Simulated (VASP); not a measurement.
Crystal: InSb.

```
In Sb
1.0
     5.92042    0.00000    0.00000
     0.00000    5.93800    0.00000
     0.00000    0.00000    3.22250
In Sb
2 2
Direct
  0.00000 0.00000 0.00881
  0.50000 0.50000 0.99120
  0.00000 0.50000 0.27700
  0.50000 0.00000 0.72300
```

Base run:

| Item | Value |
| --- | --- |
| Program | VASP 6.6.1 |
| Functional | PBE |
| Potentials or basis | VASP PAW PBE potentials, release 64 (In_d, Sb) |
| Cutoff | 520 eV |
| k mesh | 6 × 6 × 10, shifted |
| Occupations | gaussian, width 0.1 eV |
| Spin | no spin polarisation |

Its results: pressure -0.1 GPa; largest force 0.068 eV/Å.

The run is repeated on the same cell with these changes: k mesh from 6 × 6 × 10, shifted to 1 × 1 × 2, through Γ. What comes out?

Pressure 1.5 GPa; largest force 1.579 eV/Å.

Caveats: some runs use coarse meshes; forces of over 1 eV/Å act on the atoms, so gaps and moduli don't describe the material at rest (at least some runs).
